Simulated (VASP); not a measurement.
# GaAs (F-43m) in VASP: a series of runs

The runs below take GaAs through relaxation of cell and atoms, with PBE, PBEsol.

Everything below comes from runs of VASP 6.6.1. Logs are shortened: lines on timing, memory, paths and dates and some standing lists are left out, and cuts for length are marked.

## (1) The cell of the first run

The structure is cubic, space group F-43m (No. 216). Conventional cell: a = 5.654 Å, b = 5.654 Å, c = 5.654 Å, α = 90.00°, β = 90.00°, γ = 90.00°. Ga (site symmetry -43m) has 4 As at 2.45 Å within 3.2 Å. Within 3.2 Å of As (site symmetry -43m) lie 4 Ga at 2.45 Å.

## (2) Relaxation of cell and atoms, PBE

Contents of INCAR:

```
SYSTEM = GaAs
  ALGO = Normal
  EDIFF = 1E-7
  EDIFFG = -0.01
  ENCUT = 600
  GGA = PE
  IBRION = 2
  ISIF = 3
  ISMEAR = 0
  LASPH = .True.
  LCHARG = .False.
  LREAL = .False.
  LWAVE = .False.
  NELM = 100
  NSW = 80
  PREC = Accurate
  SIGMA = 0.01
```

Contents of KPOINTS:

```
k-points
0
Gamma
  8 8 8
  0 0 0
```

Contents of POSCAR:

```
GaAs
1.0
    0.0000000000      2.8268500000      2.8268500000
    2.8268500000      0.0000000000      2.8268500000
    2.8268500000      2.8268500000      0.0000000000
Ga As
1 1
Direct
    0.0000000000      0.0000000000      0.0000000000
    0.2500000000      0.2500000000      0.2500000000
```

Potentials or basis: VASP PAW PBE potentials, release 64 (Ga_d, As).

Launch:

```console
$ cat potpaw_PBE.64/Ga_d/POTCAR potpaw_PBE.64/As/POTCAR > POTCAR
$ mpirun -np 1 vasp_std > vasp.out
```

OUTCAR:

```text
SYSTEM = GaAs
   EDIFF = 1E-7
   EDIFFG = -0.01
   ENCUT = 600
   GGA = PE
   IBRION = 2
   ISIF = 3
   ISMEAR = 0
   LASPH = .True.
   LREAL = .False.
   NELM = 100
   NSW = 80
   PREC = Accurate

 ion  position               nearest neighbor table
   1  0.000  0.000  0.000-   2 2.45   2 2.45   2 2.45   2 2.45
   2  0.250  0.250  0.250-   1 2.45   1 2.45   1 2.45   1 2.45

  LATTYP: Found a face centered cubic cell.
 ALAT       =     5.6537000000

  Lattice vectors:

 A1 = (   0.0000000000,   2.8268500000,   2.8268500000)
 A2 = (   2.8268500000,   0.0000000000,   2.8268500000)
 A3 = (   2.8268500000,   2.8268500000,   0.0000000000)

Analysis of symmetry for initial positions (statically):
=====================================================================
 Subroutine PRICEL returns:
 Original cell was already a primitive cell.

 Routine SETGRP: Setting up the symmetry group for a
 face centered cubic supercell.

 Subroutine GETGRP returns: Found 24 space group operations
 (whereof 24 operations were pure point group operations)
 out of a pool of 48 trial point group operations.

The static configuration has the point symmetry T_d .

Analysis of symmetry for dynamics (positions and initial velocities):
=====================================================================
 Subroutine PRICEL returns:
 Original cell was already a primitive cell.

 Routine SETGRP: Setting up the symmetry group for a
 face centered cubic supercell.

 Subroutine GETGRP returns: Found 24 space group operations
 (whereof 24 operations were pure point group operations)
 out of a pool of 48 trial point group operations.

The dynamic configuration has the point symmetry T_d .

 Subroutine INISYM returns: Found 24 space group operations
 (whereof 24 operations are pure point group operations),
 and found     1 'primitive' translations

----------------------------------------------------------------------------------------

                                     Primitive cell

  volume of cell :      45.1792

  direct lattice vectors                    reciprocal lattice vectors
     0.000000000  2.826850000  2.826850000    -0.176875321  0.176875321  0.176875321
     2.826850000  0.000000000  2.826850000     0.176875321 -0.176875321  0.176875321
     2.826850000  2.826850000  0.000000000     0.176875321  0.176875321 -0.176875321

  length of vectors
     3.997769609  3.997769609  3.997769609     0.306357042  0.306357042  0.306357042

  position of ions in fractional coordinates (direct lattice)
     0.000000000  0.000000000  0.000000000
     0.250000000  0.250000000  0.250000000

  ion indices of the primitive-cell ions
   primitive index   ion index
                 1           1
                 2           2

----------------------------------------------------------------------------------------

 KPOINTS: k-points

Automatic generation of k-mesh.
 Grid dimensions read from file:
 generate k-points for:    8    8    8

 Generating k-lattice:

  Cartesian coordinates                     Fractional coordinates (reciprocal lattice)
    -0.022109415  0.022109415  0.022109415     0.125000000  0.000000000  0.000000000
     0.022109415 -0.022109415  0.022109415     0.000000000  0.125000000  0.000000000
     0.022109415  0.022109415 -0.022109415     0.000000000  0.000000000  0.125000000

  Length of vectors
     0.038294630  0.038294630  0.038294630

  Shift w.r.t. Gamma in fractional coordinates (k-lattice)
     0.000000000  0.000000000  0.000000000

 Subroutine IBZKPT returns following result:
 ===========================================

 Found     29 irreducible k-points:

 Following reciprocal coordinates:
            Coordinates               Weight
  0.000000  0.000000  0.000000      1.000000
  0.125000  0.000000  0.000000      8.000000
  0.250000  0.000000  0.000000      8.000000
  0.375000  0.000000  0.000000      8.000000
  0.500000  0.000000  0.000000      4.000000
  0.125000  0.125000  0.000000      6.000000
[... 16 lines left out ...]
  0.500000  0.250000  0.125000     48.000000
 -0.375000  0.250000  0.125000     24.000000
 [... further k-points ...]
   k-points           NKPTS =     29   k-points in BZ     NKDIM =     29   number of bands    NBANDS=     13
   number of dos      NEDOS =    301   number of ions     NIONS =      2
   total plane-waves  NPLWV =  32768
   dimension x,y,z NGX =    32 NGY =   32 NGZ =   32
   dimension x,y,z NGXF=    64 NGYF=   64 NGZF=   64
   ions per type =               1   1
   NGX,Y,Z   is equivalent  to a cutoff of  13.31, 13.31, 13.31 a.u.
   NGXF,Y,Z  is equivalent  to a cutoff of  26.61, 26.61, 26.61 a.u.
 SYSTEM =  GaAs
   PREC   = accura    normal or accurate (medium, high low for compatibility)
   ISTART =      0    job   : 0-new  1-cont  2-samecut
   ICHARG =      2    charge: 1-file 2-atom 10-const
   ISPIN  =      1    spin polarized calculation?
   LNONCOLLINEAR =      F non collinear calculations
   LSORBIT =      F    spin-orbit coupling
   LASPH  =      T    aspherical Exc in radial PAW
   ENCUT  =  600.0 eV  44.10 Ry    6.64 a.u.   7.98  7.98  7.98*2*pi/ulx,y,z
   NELM   =    100;   NELMIN=  2; NELMDL= -5     # of ELM steps
   EDIFF  = 0.1E-06   stopping-criterion for ELM
   LREAL  =      F    real-space projection
   EDIFFG = -.1E-01   stopping-criterion for IOM
   NSW    =     80    number of steps for IOM
   IBRION =      2    ionic relax: 0-MD 1-quasi-New 2-CG
   NFREE  =      1    steps in history (QN), initial steepest desc. (CG)
   ISIF   =      3    stress and relaxation
   ISYM   =      2    0-nonsym 1-usesym 2-fastsym
   POTIM  = 0.5000    time-step for ionic-motion
   TEBEG  =    0.0;   TEEND  =   0.0 temperature during run
   PSTRESS=    0.0 pullay stress
   NELECT =      18.0000    total number of electrons
   NUPDOWN=      -1.0000    fix difference up-down
   EMIN   =  10.00;   EMAX   =-10.00  energy-range for DOS
   EFERMI =   0.00;   METHOD = LEGACY
   ISMEAR =     0;   SIGMA  =   0.01  broadening in eV -4-tet -1-fermi 0-gaus
   EFERMI_NEDOS =   21; number of points for ismear=-14 and -15
   IALGO  =     38    algorithm
   IMIX   =      4    mixing-type and parameters
     AMIX     =   0.40;   BMIX     =  1.00
     AMIX_MAG =   1.60;   BMIX_MAG =  1.00
  volume/ion in A,a.u.               =      22.59       152.44
  Fermi-wavevector in a.u.,A,eV,Ry     =   1.204628  2.276417 19.743799  1.451128
  Thomas-Fermi vector in A             =   2.340347
   LORBIT       =      0    0 simple, 1 ext, 2 COOP (PROOUT), +10 PAW based schemes
   GGA     = PE    functional components
   LHFCALC =     F    Hartree Fock is set to
   AEXX    =    0.0000 exact exchange contribution
   IVDW    =     0    specifies the selected vdW correction
   LEPSILON=     F    determine dielectric tensor
   LRPA    =     F    only Hartree local field effects (RPA)
 conjugate gradient relaxation of ions
 non-spin polarized calculation
 Gauss-broadening in eV      SIGMA  =   0.01
  energy-cutoff  :      600.00
  volume of cell :       45.18
 maximum number of plane-waves:      1540
   NGX = 15   NGY = 15   NGZ = 15

--------------------------------------- Ionic step        1  -------------------------------------------

 number of electron      18.0000011 magnetization

 Free energy of the ion-electron system (eV)
  ---------------------------------------------------
  ext. energy  EPLUGINS =         0.00000000
  ---------------------------------------------------
  free energy    TOTEN  =        -8.24695675 eV

  energy without entropy =       -8.24695675  energy(sigma->0) =       -8.24695675

------------------------ aborting loop because EDIFF is reached ----------------------------------------

  FORCE on cell =-STRESS in cart. coord.  units (eV):
  Direction    XX          YY          ZZ          XY          YZ          ZX
  --------------------------------------------------------------------------------------
  -------------------------------------------------------------------------------------
  Total        0.9722025      0.9722025      0.9722025      0.0000000      0.0000000      0.0000000
  in kB       34.4769659     34.4769659     34.4769659      0.0000000      0.0000000      0.0000000
  external PRESSURE =      34.4769659 kB  Pullay stress =       0.0000000 kB
[... 57 lines left out ...]
  energy  without entropy=       -8.2675083053  energy(sigma->0) =       -8.26752271

--------------------------------------- Ionic step        3  -------------------------------------------

 number of electron      17.9999995 magnetization

 Free energy of the ion-electron system (eV)
  ---------------------------------------------------
  ext. energy  EPLUGINS =         0.00000000
  ---------------------------------------------------
  free energy    TOTEN  =        -8.27081438 eV

  energy without entropy =       -8.27081438  energy(sigma->0) =       -8.27081438

 E-fermi :   3.5746     XC(G=0):  -9.3626

 val. band max:        3.4735575819   @ k =   0.0000   0.0000   0.0000
 cond. band min:       3.6212538164   @ k =   0.0000   0.0000   0.0000
 fundamental gap:      0.1476962345
 Fermi energy:         3.5746024402

 k-point     1 :       0.0000    0.0000    0.0000
  band No.  band energies     occupation
      1     -11.2536      2.00000
      2     -11.2536      2.00000
      3     -11.2536      2.00000
      4     -11.1861      2.00000
      5     -11.1861      2.00000
      6      -8.9025      2.00000
      7       3.4736      2.00000
      8       3.4736      2.00000
      9       3.4736      2.00000
     10       3.6213      0.00000
     11       7.1871      0.00000
     12       7.1871      0.00000
     13       7.1871      0.00000
[... 353 lines left out ...]
 k-point    24 :      -0.3750    0.2500    0.1250
  band No.  band energies     occupation
      1     -11.3256      2.00000
      2     -11.2328      2.00000
      3     -11.2264      2.00000
      4     -11.1896      2.00000
      5     -11.1831      2.00000
      6      -6.9749      2.00000
      7      -2.7876      2.00000
      8       0.4329      2.00000
      9       1.6677      2.00000
     10       6.3411      0.00000
     11       7.6460      0.00000
     12       9.6442      0.00000
     13      10.9345      0.00000

 [... further k-points ...]
[... 5 lines left out ...]
  --------------------------------------------------------------------------------------
  -------------------------------------------------------------------------------------
  Total       -0.0022545     -0.0022545     -0.0022545      0.0000000      0.0000000     -0.0000000
  in kB       -0.0760285     -0.0760285     -0.0760285      0.0000000      0.0000000     -0.0000000
  external PRESSURE =      -0.0760285 kB  Pullay stress =       0.0000000 kB
[... 17 lines left out ...]
  FREE ENERGIE OF THE ION-ELECTRON SYSTEM (eV)
  ---------------------------------------------------
  free  energy   TOTEN  =        -8.2708143837 eV

  energy  without entropy=       -8.2708143837  energy(sigma->0) =       -8.27081438

 reached required accuracy - stopping structural energy minimisation
```

Run time: 42 s. Hardware: 1 thread of Intel Xeon Platinum 8488C (Sapphire Rapids), shared host; peak memory 0.2 GiB.

Results:

| Quantity | Value |
| --- | --- |
| Free energy | -8.2708 eV |
| Relaxed volume | 23.75 Å³/atom |
| Relaxed cell | a = 4.065 Å, b = 4.065 Å, c = 4.065 Å, α = 60.00°, β = 60.00°, γ = 60.00° |
| Space group after relaxing (to 0.05 Å) | F-43m (No. 216) |
| Energy gained by relaxing | 11.9 meV/atom |
| Ionic steps | 3 |
| Pressure after relaxing | 0.0 GPa |
| Band gap on the k mesh | 0.15 eV, direct |

The path:
```csv
step,energy change (eV),largest force (eV/Å),pressure (GPa),volume (Å³)
1,0.0000,0.0000,3.45,45.18
2,-0.0206,0.0000,-1.07,48.43
3,-0.0239,0.0000,-0.01,47.51
```

Final structure:
```
Ga As
1.0
     0.00000    2.87463    2.87463
     2.87463    0.00000    2.87463
     2.87463    2.87463    0.00000
Ga As
1 1
Direct
  0.00000 0.00000 0.00000
  0.25000 0.25000 0.25000
```

Levels at points of the mesh, in eV from the valence-band top:
| k point | band 7 | band 8 | band 9 | band 10 | band 11 | band 12 |
| --- | --- | --- | --- | --- | --- | --- |
| (0.00, 0.00, 0.00) | 0.00 | 0.00 | 0.00 | 0.15 | 3.71 | 3.71 |
| (0.50, 0.00, 0.00) | -6.37 | -1.07 | -1.07 | 0.86 | 4.61 | 4.61 |
| (0.50, 0.50, 0.00) | -6.59 | -2.51 | -2.51 | 1.56 | 1.67 | 9.77 |

## (3) Relaxation of cell and atoms, PBEsol

Contents of INCAR:

```
PREC = Accurate ; ENCUT = 600
EDIFF = 1E-6 ; ISMEAR = 0
SIGMA = 0.01 ; LREAL = F
LASPH = T ; NELM = 100
ALGO = Normal ; ISIF = 3
LWAVE = F ; LCHARG = F
GGA = PS ; IBRION = 2
NSW = 80 ; EDIFFG = -0.01
```

Contents of KPOINTS:

```
Automatic mesh
0
Gamma
  8 8 8
```

POSCAR is that of step 2.

Potentials or basis: VASP PAW PBE potentials, release 64 (Ga_d, As).

Launch:

```console
$ cat potpaw_PBE.64/Ga_d/POTCAR potpaw_PBE.64/As/POTCAR > POTCAR
$ mpirun -np 1 vasp_std > vasp.out
```

Run time: 34 s. Hardware: 1 thread of Intel Xeon Platinum 8488C (Sapphire Rapids), shared host; peak memory 0.19 GiB.

It converged, with:

```yaml
Free_energy: -9.0874 eV
Relaxed_volume: 22.69 Å³/atom
Relaxed_cell: a = 4.004 Å, b = 4.004 Å, c = 4.004 Å, α = 60.00°, β = 60.00°, γ = 60.00°
Space_group_after_relaxing_to_0.05_Å: F-43m (No. 216)
Energy_gained_by_relaxing: 0.1 meV/atom
Ionic_steps: 3
Pressure_after_relaxing: 0.0 GPa
Band_gap_on_the_k_mesh: 0.42 eV, direct
```

The path:
```csv
step,energy change (eV),largest force (eV/Å),pressure (GPa),volume (Å³)
1,0.0000,0.0000,0.31,45.18
2,-0.0002,0.0000,-0.17,45.47
3,-0.0002,0.0000,0.01,45.39
```

Final structure:
```
Ga As
1.0
     0.00000    2.83116    2.83116
     2.83116    0.00000    2.83116
     2.83116    2.83116    0.00000
Ga As
1 1
Direct
  0.00000 0.00000 0.00000
  0.25000 0.25000 0.25000
```

Levels at points of the mesh, in eV from the valence-band top:
```tsv
k point	band 6	band 7	band 8	band 9	band 10	band 11	band 12	band 13
(0.00, 0.00, 0.00)	-12.72	0.00	0.00	0.00	0.42	3.69	3.69	3.69
(0.50, 0.00, 0.00)	-10.96	-6.66	-1.14	-1.14	0.92	4.58	4.58	7.58
(0.50, 0.50, 0.00)	-10.22	-6.83	-2.68	-2.68	1.36	1.57	10.09	10.09
```

Caveat: the PAW data sets were made with another functional, which shifts forces and pressure a little. Zero-point motion and thermal expansion aren't in these numbers.
